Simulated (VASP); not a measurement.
# HfN (rocksalt type) (Fm-3m) in VASP: notebook

HfN (rocksalt type) is run at these levels: PBEsol; tasks: single point.

Program: VASP 6.6.1. These are calculated values, not measurements. Logs are shortened: lines on timing, memory, paths and dates and some standing lists are left out, and cuts for length are marked.

**1. The cell of the first run**

The structure is cubic, space group Fm-3m (No. 225). The conventional cell has a = 4.378 Å, b = 4.378 Å, c = 4.378 Å, α = 90.00°, β = 90.00°, γ = 90.00°. Within 2.9 Å of Hf (site symmetry m-3m) lie 6 N at 2.19 Å. Within 2.9 Å of N (site symmetry m-3m) lie 6 Hf at 2.19 Å.

**2. Single point, PBEsol (volume scaled by 0.92)**

File INCAR:

```
  PREC = Accurate
  ENCUT = 520
  EDIFF = 1E-7
  ISMEAR = -1
  SIGMA = 0.1
  LREAL = F
  LASPH = T
  NELM = 100
  ALGO = Normal
  ISIF = 2
  LWAVE = F
  LCHARG = F
  GGA = PS
  NBANDS = 14
```

File KPOINTS:

```
regular mesh
0
Gamma
  15 15 15
```

File POSCAR:

```
HfN
1.0
    0.0000000000      2.1891343337      2.1891343337
    2.1891343337      0.0000000000      2.1891343337
    2.1891343337      2.1891343337      0.0000000000
Hf N
1 1
Direct
    0.0000000000      0.0000000000      0.0000000000
    0.5000000000      0.5000000000      0.5000000000
```

Potentials or basis: VASP PAW PBE potentials, release 64 (Hf_pv, N).

The run is started by

```bash
$ cat potpaw_PBE.64/Hf_pv/POTCAR potpaw_PBE.64/N/POTCAR > POTCAR
$ mpirun -np 1 vasp_std > vasp.out
```

OUTCAR:

```text
PREC = Accurate
   ENCUT = 520
   EDIFF = 1E-7
   ISMEAR = -1
   LREAL = F
   LASPH = T
   NELM = 100
   ISIF = 2
   GGA = PS

 ion  position               nearest neighbor table
   1  0.000  0.000  0.000-   2 2.19   2 2.19   2 2.19   2 2.19   2 2.19   2 2.19
   2  0.500  0.500  0.500-   1 2.19   1 2.19   1 2.19   1 2.19   1 2.19   1 2.19

  LATTYP: Found a face centered cubic cell.
 ALAT       =     4.3782686674

  Lattice vectors:

 A1 = (   0.0000000000,   2.1891343337,   2.1891343337)
 A2 = (   2.1891343337,   0.0000000000,   2.1891343337)
 A3 = (   2.1891343337,   2.1891343337,   0.0000000000)

Analysis of symmetry for initial positions (statically):
=====================================================================
 Subroutine PRICEL returns:
 Original cell was already a primitive cell.

 Routine SETGRP: Setting up the symmetry group for a
 face centered cubic supercell.

 Subroutine GETGRP returns: Found 48 space group operations
 (whereof 48 operations were pure point group operations)
 out of a pool of 48 trial point group operations.

The static configuration has the point symmetry O_h .

Analysis of symmetry for dynamics (positions and initial velocities):
=====================================================================
 Subroutine PRICEL returns:
 Original cell was already a primitive cell.

 Routine SETGRP: Setting up the symmetry group for a
 face centered cubic supercell.

 Subroutine GETGRP returns: Found 48 space group operations
 (whereof 48 operations were pure point group operations)
 out of a pool of 48 trial point group operations.

The dynamic configuration has the point symmetry O_h .

 Subroutine INISYM returns: Found 48 space group operations
 (whereof 48 operations are pure point group operations),
 and found     1 'primitive' translations

----------------------------------------------------------------------------------------

                                     Primitive cell

  volume of cell :      20.9820

  direct lattice vectors                    reciprocal lattice vectors
     0.000000000  2.189134334  2.189134334    -0.228400785  0.228400785  0.228400785
     2.189134334  0.000000000  2.189134334     0.228400785 -0.228400785  0.228400785
     2.189134334  2.189134334  0.000000000     0.228400785  0.228400785 -0.228400785

  length of vectors
     3.095903465  3.095903465  3.095903465     0.395601764  0.395601764  0.395601764

  position of ions in fractional coordinates (direct lattice)
     0.000000000  0.000000000  0.000000000
     0.500000000  0.500000000  0.500000000

  ion indices of the primitive-cell ions
   primitive index   ion index
                 1           1
                 2           2

----------------------------------------------------------------------------------------

 KPOINTS: regular mesh

Automatic generation of k-mesh.
 Grid dimensions read from file:
 generate k-points for:   15   15   15

 Generating k-lattice:

  Cartesian coordinates                     Fractional coordinates (reciprocal lattice)
    -0.015226719  0.015226719  0.015226719     0.066666667  0.000000000  0.000000000
     0.015226719 -0.015226719  0.015226719     0.000000000  0.066666667  0.000000000
     0.015226719  0.015226719 -0.015226719     0.000000000  0.000000000  0.066666667

  Length of vectors
     0.026373451  0.026373451  0.026373451

  Shift w.r.t. Gamma in fractional coordinates (k-lattice)
     0.000000000  0.000000000  0.000000000

 Subroutine IBZKPT returns following result:
 ===========================================

 Found    120 irreducible k-points:

 Following reciprocal coordinates:
            Coordinates               Weight
  0.000000  0.000000  0.000000      1.000000
  0.066667  0.000000  0.000000      8.000000
  0.133333  0.000000  0.000000      8.000000
  0.200000  0.000000  0.000000      8.000000
  0.266667  0.000000  0.000000      8.000000
  0.333333  0.000000  0.000000      8.000000
[... 16 lines left out ...]
  0.133333  0.133333  0.000000      6.000000
  0.200000  0.133333  0.000000     24.000000
 [... further k-points ...]
   k-points           NKPTS =    120   k-points in BZ     NKDIM =    120   number of bands    NBANDS=     14
   number of dos      NEDOS =    301   number of ions     NIONS =      2
   total plane-waves  NPLWV =  13824
   dimension x,y,z NGX =    24 NGY =   24 NGZ =   24
   dimension x,y,z NGXF=    48 NGYF=   48 NGZF=   48
   ions per type =               1   1
   NGX,Y,Z   is equivalent  to a cutoff of  12.89, 12.89, 12.89 a.u.
   NGXF,Y,Z  is equivalent  to a cutoff of  25.78, 25.78, 25.78 a.u.
 SYSTEM =  unknown system
   PREC   = accura    normal or accurate (medium, high low for compatibility)
   ISTART =      0    job   : 0-new  1-cont  2-samecut
   ICHARG =      2    charge: 1-file 2-atom 10-const
   ISPIN  =      1    spin polarized calculation?
   LNONCOLLINEAR =      F non collinear calculations
   LSORBIT =      F    spin-orbit coupling
   LASPH  =      T    aspherical Exc in radial PAW
   ENCUT  =  520.0 eV  38.22 Ry    6.18 a.u.   5.76  5.76  5.76*2*pi/ulx,y,z
   NELM   =    100;   NELMIN=  2; NELMDL= -5     # of ELM steps
   EDIFF  = 0.1E-06   stopping-criterion for ELM
   LREAL  =      F    real-space projection
   EDIFFG = 0.1E-05   stopping-criterion for IOM
   NSW    =      0    number of steps for IOM
   IBRION =     -1    ionic relax: 0-MD 1-quasi-New 2-CG
   NFREE  =      0    steps in history (QN), initial steepest desc. (CG)
   ISIF   =      2    stress and relaxation
   ISYM   =      2    0-nonsym 1-usesym 2-fastsym
   POTIM  = 0.5000    time-step for ionic-motion
   TEBEG  =    0.0;   TEEND  =   0.0 temperature during run
   PSTRESS=    0.0 pullay stress
   NELECT =      15.0000    total number of electrons
   NUPDOWN=      -1.0000    fix difference up-down
   EMIN   =  10.00;   EMAX   =-10.00  energy-range for DOS
   EFERMI =   0.00;   METHOD = LEGACY
   ISMEAR =    -1;   SIGMA  =   0.10  broadening in eV -4-tet -1-fermi 0-gaus
   EFERMI_NEDOS =   21; number of points for ismear=-14 and -15
   IALGO  =     38    algorithm
   IMIX   =      4    mixing-type and parameters
     AMIX     =   0.40;   BMIX     =  1.00
     AMIX_MAG =   1.60;   BMIX_MAG =  1.00
  volume/ion in A,a.u.               =      10.49        70.80
  Fermi-wavevector in a.u.,A,eV,Ry     =   1.463826  2.766230 29.154388  2.142787
  Thomas-Fermi vector in A             =   2.579875
   LORBIT       =      0    0 simple, 1 ext, 2 COOP (PROOUT), +10 PAW based schemes
   GGA     = PS    functional components
   LHFCALC =     F    Hartree Fock is set to
   AEXX    =    0.0000 exact exchange contribution
   IVDW    =     0    specifies the selected vdW correction
   LEPSILON=     F    determine dielectric tensor
   LRPA    =     F    only Hartree local field effects (RPA)
 non-spin polarized calculation
  energy-cutoff  :      520.00
  volume of cell :       20.98
 maximum number of plane-waves:       576
   NGX = 11   NGY = 11   NGZ = 11

 number of electron      15.0000001 magnetization

 Free energy of the ion-electron system (eV)
  ---------------------------------------------------
  ext. energy  EPLUGINS =         0.00000000
  ---------------------------------------------------
  free energy    TOTEN  =       -22.87587635 eV

  energy without entropy =      -22.85801768  energy(sigma->0) =      -22.86694702

 E-fermi :   9.0535     XC(G=0): -13.3939

 val. band max:        9.0453952462   @ k =  -0.3333   0.4667   0.2000
 cond. band min:       9.0956123979   @ k =  -0.1333   0.0667   0.0000
 fundamental gap:      0.0502171517
 Fermi energy:         9.0535303161

 k-point     1 :       0.0000    0.0000    0.0000
  band No.  band energies     occupation
      1     -21.6243      2.00000
      2     -21.6243      2.00000
      3     -21.6243      2.00000
      4      -8.9388      2.00000
      5       5.9717      2.00000
      6       5.9717      2.00000
      7       5.9717      2.00000
      8       8.6218      1.97368
      9       8.6218      1.97368
     10       8.6218      1.97368
     11      11.2338      0.00000
     12      11.2338      0.00000
     13      11.8276      0.00000
     14      18.8260      0.00000

 k-point     2 :       0.0667    0.0000    0.0000
  band No.  band energies     occupation
      1     -21.6922      2.00000
      2     -21.6294      2.00000
      3     -21.6294      2.00000
      4      -8.8096      2.00000
      5       5.4876      2.00000
      6       5.6604      2.00000
      7       5.6604      2.00000
      8       8.7766      1.88204
      9       8.7956      1.85900
     10       8.7956      1.85900
     11      11.6349      0.00000
     12      11.6349      0.00000
     13      12.1468      0.00000
     14      19.2204      0.00000

 k-point     3 :       0.1333    0.0000    0.0000
  band No.  band energies     occupation
      1     -21.8789      2.00000
      2     -21.6437      2.00000
      3     -21.6437      2.00000
      4      -8.4431      2.00000
      5       4.4263      2.00000
      6       4.9707      2.00000
      7       4.9707      2.00000
      8       9.0425      1.05493
      9       9.2441      0.25898
     10       9.2441      0.25897
     11      12.6521      0.00000
     12      12.6521      0.00000
     13      12.9565      0.00000
     14      20.3095      0.00000

 k-point     4 :       0.2000    0.0000    0.0000
  band No.  band energies     occupation
      1     -22.1409      2.00000
      2     -21.6648      2.00000
      3     -21.6648      2.00000
      4      -7.8954      2.00000
      5       3.2107      2.00000
      6       4.2105      2.00000
      7       4.2105      2.00000
      8       9.3721      0.07944
      9       9.9075      0.00039
     10       9.9075      0.00039
     11      13.9567      0.00000
     12      13.9889      0.00000
     13      13.9889      0.00000
     14      21.7467      0.00000

 k-point     5 :       0.2667    0.0000    0.0000
  band No.  band energies     occupation
      1     -22.4250      2.00000
      2     -21.6887      2.00000
      3     -21.6887      2.00000
      4      -7.2420      2.00000
      5       2.0260      2.00000
      6       3.5258      2.00000
      7       3.5258      2.00000
      8       9.8648      0.00060
      9      10.7500      0.00000
     10      10.7500      0.00000
     11      14.8530      0.00000
[... 276 lines left out ...]
 k-point    22 :      -0.0667    0.0667    0.0000
  band No.  band energies     occupation
      1     -21.7850      2.00000
      2     -21.6631      2.00000
      3     -21.6263      2.00000
      4      -8.6046      2.00000
      5       4.7644      2.00000
      6       5.1129      2.00000
      7       5.5180      2.00000
      8       8.8423      1.78427
      9       8.8483      1.77237
     10       9.4149      0.05251
     11      11.5881      0.00000
     12      12.5714      0.00000
     13      12.8047      0.00000
     14      19.8414      0.00000

 k-point    23 :       0.1333    0.1333    0.0000
  band No.  band energies     occupation
      1     -21.8642      2.00000
      2     -21.6974      2.00000
      3     -21.6974      2.00000
      4      -8.3306      2.00000
      5       3.5239      2.00000
      6       5.4049      2.00000
      7       5.4049      2.00000
      8       7.6735      2.00000
      9      10.2111      0.00002
     10      10.2111      0.00002
     11      11.5668      0.00000
     12      12.0663      0.00000
     13      14.8371      0.00000
     14      20.7503      0.00000

 k-point    24 :       0.2000    0.1333    0.0000
  band No.  band energies     occupation
      1     -22.0311      2.00000
      2     -21.7324      2.00000
      3     -21.7184      2.00000
      4      -7.9893      2.00000
      5       2.7956      2.00000
      6       4.9347      2.00000
      7       5.0737      2.00000
      8       7.5757      2.00000
      9      10.8242      0.00000
     10      10.8499      0.00000
     11      12.1387      0.00000
     12      12.6000      0.00000
     13      16.0261      0.00000
     14      21.7602      0.00000

 [... further k-points ...]

------------------------ aborting loop because EDIFF is reached ----------------------------------------

  FORCE on cell =-STRESS in cart. coord.  units (eV):
  Direction    XX          YY          ZZ          XY          YZ          ZX
  --------------------------------------------------------------------------------------
  -------------------------------------------------------------------------------------
  Total        3.4207067      3.4207067      3.4207067      0.0000000      0.0000000     -0.0000000
  in kB      261.2036202    261.2036202    261.2036202      0.0000000      0.0000000     -0.0000000
  external PRESSURE =     261.2036202 kB  Pullay stress =       0.0000000 kB

 VOLUME and BASIS-vectors are now :
 -----------------------------------------------------------------------------
  energy-cutoff  :      520.00
  volume of cell :       20.98
      direct lattice vectors                 reciprocal lattice vectors
     0.000000000  2.189134334  2.189134334    -0.228400785  0.228400785  0.228400785
     2.189134334  0.000000000  2.189134334     0.228400785 -0.228400785  0.228400785
     2.189134334  2.189134334  0.000000000     0.228400785  0.228400785 -0.228400785

 POSITION                                       TOTAL-FORCE (eV/Angst)
 -----------------------------------------------------------------------------------
      0.00000      0.00000      0.00000         0.000000     -0.000000      0.000000
      2.18913      2.18913      2.18913         0.000000      0.000000     -0.000000
 -----------------------------------------------------------------------------------
    total drift:                                0.000000     -0.000000     -0.000000

  FREE ENERGIE OF THE ION-ELECTRON SYSTEM (eV)
  ---------------------------------------------------
  free  energy   TOTEN  =       -22.8758763544 eV

  energy  without entropy=      -22.8580176815  energy(sigma->0) =      -22.86694702
```

Run time: 54 s. Hardware: 1 thread of Intel Xeon 8259CL, shared host; peak memory 0.16 GiB.

What came out:

| Item | Value |
| --- | --- |
| Free energy | -22.8759 eV |
| Pressure | 26.1 GPa |

Caveat: the cell differs from its parent crystal (volume scaled by 0.92); the PAW data sets were made with another functional, which shifts forces and pressure a little; spin-orbit coupling is left out, which moves the levels of the heavy elements.

**3. Single point, PBEsol**

This run uses another cell than the first one, of 11.40 Å³/atom, 1.087 times its volume.

File INCAR:

```
SYSTEM = HfN
PREC = Accurate
ENCUT = 520
EDIFF = 1E-7
ISMEAR = -1
SIGMA = 0.1
LREAL = .FALSE.
LASPH = .TRUE.
NELM = 60
ALGO = Normal
ISIF = 2
LWAVE = .FALSE.
LCHARG = .TRUE.
GGA = PS
LELF = .TRUE.
LVHAR = .TRUE.
NBANDS = 14
```

File KPOINTS:

```
regular mesh
0
G
  15 15 15
  0 0 0
```

File POSCAR:

```
HfN
1.0
    0.0000000000      2.2508322888      2.2508322888
    2.2508322888      0.0000000000      2.2508322888
    2.2508322888      2.2508322888      0.0000000000
Hf N
1 1
Direct
    0.0000000000      0.0000000000      0.0000000000
    0.5000000000      0.5000000000      0.5000000000
```

Potentials or basis: VASP PAW PBE potentials, release 64 (Hf_pv, N).

The run is started by

```bash
$ cat potpaw_PBE.64/Hf_pv/POTCAR potpaw_PBE.64/N/POTCAR > POTCAR
$ mpirun -np 1 vasp_std > vasp.out
```

Run time: 54 s. Hardware: 1 thread of Intel Xeon 8259CL, shared host; peak memory 0.17 GiB.

Results (log left out):

* Free energy: -23.0022 eV
* Pressure: -2.1 GPa

Levels at points of the mesh, in eV from the Fermi level:
```
           k point  band 4  band 5  band 6  band 7  band 8  band 9  band 10  band 11  band 12  band 13
(0.00, 0.00, 0.00)  -17.50   -2.99   -2.99   -2.99   -0.37   -0.37    -0.37     1.92     1.98     1.98
```

Caveat: the PAW data sets were made with another functional, which shifts forces and pressure a little; spin-orbit coupling is left out, which moves the levels of the heavy elements.

**4. Single point, PBEsol**

This run uses another cell than the first one, of 11.40 Å³/atom, 1.087 times its volume.

File INCAR:

```
PREC = Accurate
ENCUT = 520
EDIFF = 1E-6
ISMEAR = -1
SIGMA = 0.1
LREAL = False
LASPH = True
NELM = 60
ALGO = Normal
ISIF = 2
LWAVE = False
LCHARG = True
GGA = PS
LELF = True
LVHAR = True
NBANDS = 14
```

File KPOINTS:

```
regular mesh
0
Gamma
  15 15 15
```

POSCAR is that of step 3.

Potentials or basis: VASP PAW PBE potentials, release 64 (Hf_pv, N).

The run is started by

```bash
$ cat potpaw_PBE.64/Hf_pv/POTCAR potpaw_PBE.64/N/POTCAR > POTCAR
$ mpirun -np 1 vasp_std > vasp.out
```

OUTCAR:

```text
PREC = Accurate
   ENCUT = 520
   EDIFF = 1E-6
   ISMEAR = -1
   LREAL = False
   LASPH = True
   NELM = 60
   ISIF = 2
   GGA = PS

 ion  position               nearest neighbor table
   1  0.000  0.000  0.000-   2 2.25   2 2.25   2 2.25   2 2.25   2 2.25   2 2.25
   2  0.500  0.500  0.500-   1 2.25   1 2.25   1 2.25   1 2.25   1 2.25   1 2.25

  LATTYP: Found a face centered cubic cell.
 ALAT       =     4.5016645776

  Lattice vectors:

[... 593 lines left out ...]

------------------------ aborting loop because EDIFF is reached ----------------------------------------

  FORCE on cell =-STRESS in cart. coord.  units (eV):
  Direction    XX          YY          ZZ          XY          YZ          ZX
  --------------------------------------------------------------------------------------
  -------------------------------------------------------------------------------------
  Total       -0.3043158     -0.3043158     -0.3043158     -0.0000000      0.0000000      0.0000000
  in kB      -21.3784267    -21.3784267    -21.3784267     -0.0000000      0.0000000      0.0000000
  external PRESSURE =     -21.3784267 kB  Pullay stress =       0.0000000 kB

 VOLUME and BASIS-vectors are now :
 -----------------------------------------------------------------------------
  energy-cutoff  :      520.00
  volume of cell :       22.81
      direct lattice vectors                 reciprocal lattice vectors
     0.000000000  2.250832289  2.250832289    -0.222140051  0.222140051  0.222140051
     2.250832289  0.000000000  2.250832289     0.222140051 -0.222140051  0.222140051
     2.250832289  2.250832289  0.000000000     0.222140051  0.222140051 -0.222140051

 POSITION                                       TOTAL-FORCE (eV/Angst)
 -----------------------------------------------------------------------------------
      0.00000      0.00000      0.00000         0.000000      0.000000     -0.000000
      2.25083      2.25083      2.25083        -0.000000     -0.000000      0.000000
 -----------------------------------------------------------------------------------
    total drift:                                0.000000     -0.000000     -0.000000

  FREE ENERGIE OF THE ION-ELECTRON SYSTEM (eV)
  ---------------------------------------------------
  free  energy   TOTEN  =       -23.0022326884 eV

  energy  without entropy=      -22.9825845281  energy(sigma->0) =      -22.99240861
```

stdout:

```text
POSCAR found type information on POSCAR HfN
 POSCAR found :  2 types and       2 ions
 scaLAPACK will be used
 -----------------------------------------------------------------------------
|                                                                             |
|                                                                             |
|     You enforced a specific xc type in the INCAR file but a different       |
|     I HOPE YOU KNOW WHAT YOU ARE DOING!                                     |
|                                                                             |
 -----------------------------------------------------------------------------

 LDA part: xc-table for (Slater+PW92), standard interpolation
 POSCAR, INCAR and KPOINTS ok, starting setup
 FFT: planning ... GRIDC
 FFT: planning ... GRID_SOFT
 FFT: planning ... GRID
 WAVECAR not read
 entering main loop
```

Wall time 40 s (1 thread of Intel Xeon 8259CL, shared host); peak memory 0.17 GiB.

Results:

| Quantity | Value |
| --- | --- |
| Free energy | -23.0022 eV |
| Pressure | -2.1 GPa |

Levels at points of the mesh, in eV from the Fermi level:
| k point | band 4 | band 5 | band 6 | band 7 | band 8 | band 9 | band 10 | band 11 | band 12 | band 13 |
| --- | --- | --- | --- | --- | --- | --- | --- | --- | --- | --- |
| (0.00, 0.00, 0.00) | -17.50 | -2.99 | -2.99 | -2.99 | -0.37 | -0.37 | -0.37 | 1.92 | 1.98 | 1.98 |

Caveat: the PAW data sets were made with another functional, which shifts forces and pressure a little; spin-orbit coupling is left out, which moves the levels of the heavy elements.
